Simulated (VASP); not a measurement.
# Li32S17 (a cell with a defect): single point with PBEsol

The system is Li32S17 (a cell with a defect).

```
CELL_PARAMETERS angstrom
5.65488 5.65488 5.65488
-5.65488 5.65488 -5.65488
-5.65488 -5.65488 5.65488
ATOMIC_POSITIONS crystal
Li 0.73826 0.00000 0.00007
Li 0.75311 0.74882 0.25311
Li 0.99563 0.74689 0.00002
Li 0.75141 0.50462 0.50455
Li 0.00455 0.50462 0.25141
Li 0.24679 0.49538 0.99993
Li 0.75313 0.25311 0.74874
Li 0.00429 0.25118 0.50429
Li 0.24874 0.25311 0.25313
Li 0.50039 0.23867 0.00039
Li 0.99573 0.00000 0.74696
Li 0.24696 0.00000 0.49573
Li 0.50007 0.00000 0.23826
Li 0.26172 0.76133 0.76172
Li 0.50002 0.74689 0.49563
Li 0.49993 0.49538 0.74679
Li 0.26174 0.00000 0.99993
Li 0.24687 0.74689 0.25126
Li 0.49961 0.76133 0.99961
Li 0.24859 0.49538 0.49545
Li 0.50007 0.50462 0.25321
Li 0.75321 0.50462 0.00007
Li 0.24689 0.25118 0.74689
Li 0.49998 0.25311 0.50437
Li 0.73828 0.23867 0.23828
Li 0.00437 0.25311 0.99998
Li 0.49993 0.00000 0.76174
Li 0.75304 0.00000 0.50427
Li 0.00427 0.00000 0.25304
Li 0.75126 0.74689 0.74687
Li 0.99571 0.74882 0.49571
Li 0.99545 0.49538 0.74859
S 0.50016 0.27643 0.27626
S 0.50000 0.00000 0.50000
S 0.77603 0.00000 0.27603
S 0.49984 0.72357 0.72374
S 0.75008 0.75012 0.50004
S 0.00004 0.75012 0.25008
S 0.50000 0.50000 0.00000
S 0.75000 0.50000 0.75000
S 0.00000 0.50000 0.50000
S 0.25000 0.50000 0.25000
S 0.77626 0.27643 0.00016
S 0.99996 0.24988 0.74992
S 0.24992 0.24988 0.49996
S 0.00000 0.00000 0.00000
S 0.22397 0.00000 0.72397
S 0.22374 0.72357 0.99984
S 0.50000 0.00000 0.00000
```

This cell differs from its parent crystal: with an interstitial atom, then relaxed in part.

- Program: VASP 6.6.1
- Task: single point
- Functional: PBEsol
- Potentials or basis: VASP PAW PBE potentials, release 64 (Li_sv, S)
- Cutoff: 650 eV
- k mesh: 2 × 2 × 2, shifted
- Occupations: gaussian, width 0.01 eV
- Spin: no spin polarisation
- Dipole correction: no
- Charge: -2
- Further INCAR settings: LREAL = Auto; ALGO = Normal; EDIFF = 1e-06; NBANDS = 129; NELECT = 200.0

```yaml
Largest_force: 0.029 eV/Å
```

Forces in eV/Å, atoms in the order of the input:
```
Li   0.016  0.016  0.018
Li   0.005 -0.005  0.004
Li  -0.002 -0.001 -0.003
Li  -0.001  0.001  0.002
Li  -0.001  0.001  0.002
Li   0.001 -0.001  0.002
Li   0.002  0.001 -0.003
Li  -0.005  0.005  0.004
Li  -0.001 -0.002 -0.003
Li  -0.012  0.012 -0.021
Li  -0.003 -0.003 -0.006
Li   0.003  0.003 -0.006
Li  -0.016 -0.016  0.018
Li   0.012 -0.012 -0.021
Li   0.001  0.002 -0.003
Li   0.001 -0.001  0.002
Li  -0.016 -0.016 -0.018
Li  -0.002 -0.001  0.003
Li   0.012 -0.012  0.021
Li   0.001 -0.001 -0.002
Li  -0.001  0.001 -0.002
Li  -0.001  0.001 -0.002
Li  -0.005  0.005 -0.004
Li  -0.001 -0.002  0.003
Li  -0.012  0.012  0.021
Li   0.002  0.001  0.003
Li   0.016  0.016 -0.018
Li  -0.003 -0.003  0.006
Li   0.003  0.003  0.006
Li   0.001  0.002  0.003
Li   0.005 -0.005 -0.004
Li   0.001 -0.001 -0.002
S   -0.003 -0.004  0.000
S    0.000  0.000  0.000
S    0.000  0.000  0.005
S    0.003  0.004  0.000
S    0.000 -0.004  0.000
S    0.004  0.000  0.000
S    0.000  0.000  0.000
S    0.000  0.000  0.000
S    0.000  0.000  0.000
S    0.000  0.000  0.000
S    0.004  0.003  0.000
S   -0.004  0.000  0.000
S    0.000  0.004  0.000
S    0.000  0.000  0.000
S    0.000  0.000 -0.005
S   -0.004 -0.003  0.000
S    0.000  0.000  0.000
```

Levels at points of the mesh, in eV from the Fermi level:
```
           k point  band 97  band 98  band 99  band 100  band 101  band 102  band 103  band 104
(0.25, 0.25, 0.25)    -1.54    -0.16    -0.16     -0.15      3.30      3.30      3.30      3.45
```

Wall time 26 min on 1 thread of Oxide Virtual Turin-like Processor (shared host), peak memory 1.1 GiB.

Caveat: the cell carries a net charge on a neutralising background, which shifts energy and pressure; the cell differs from its parent crystal (with an interstitial atom, then relaxed in part); the cell is charged against a uniform background, so pressure and absolute levels hang on convention; the PAW data sets were made with another functional, which shifts forces and pressure a little.
